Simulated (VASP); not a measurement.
Crystal: KTaO3.

```
CELL_PARAMETERS angstrom
4.14783 0.00000 0.00000
0.00000 4.14783 0.00000
0.00000 0.00000 3.98830
ATOMIC_POSITIONS crystal
Ta 0.00000 0.00000 0.00000
K 0.50000 0.50000 0.50000
O 0.00000 0.00000 0.50000
O 0.00000 0.50000 0.00000
O 0.50000 0.00000 0.00000
```

Base run:

| Quantity | Value |
| --- | --- |
| Program | VASP 6.6.1 |
| Functional | PBEsol |
| Potentials or basis | VASP PAW PBE potentials, release 64 (Ta_pv, K_sv, O) |
| Cutoff | 520 eV |
| k mesh | 6 × 6 × 6 |
| Occupations | fermi-dirac, width 0.05 eV |
| Spin | no spin polarisation |

Its results: band gap on the k mesh 1.85 eV, indirect (least direct gap 2.49 eV); pressure -12.7 GPa.

**Question.** The run is repeated on the same cell with these changes: potentials or basis from VASP PAW PBE potentials, release 64 (Ta_pv, K_sv, O) to VASP PAW PBE potentials, release 64 (Ta_sv_GW, K_sv, O); cutoff from 520 eV to 600 eV; further incar settings from ALGO = Normal; EDIFF = 1e-06; NBANDS = 27 to ALGO = Normal; EDIFF = 1e-06; NBANDS = 28; valence electrons from 38 to 40. What comes out?

**Answer.** Band gap on the k mesh 1.87 eV, indirect (least direct gap 2.52 eV); pressure -13.2 GPa.

Caveats: the PAW data sets were made with another functional, which shifts forces and pressure a little; spin-orbit coupling is left out, which moves the levels of the heavy elements.

A k mesh can miss the band edges.
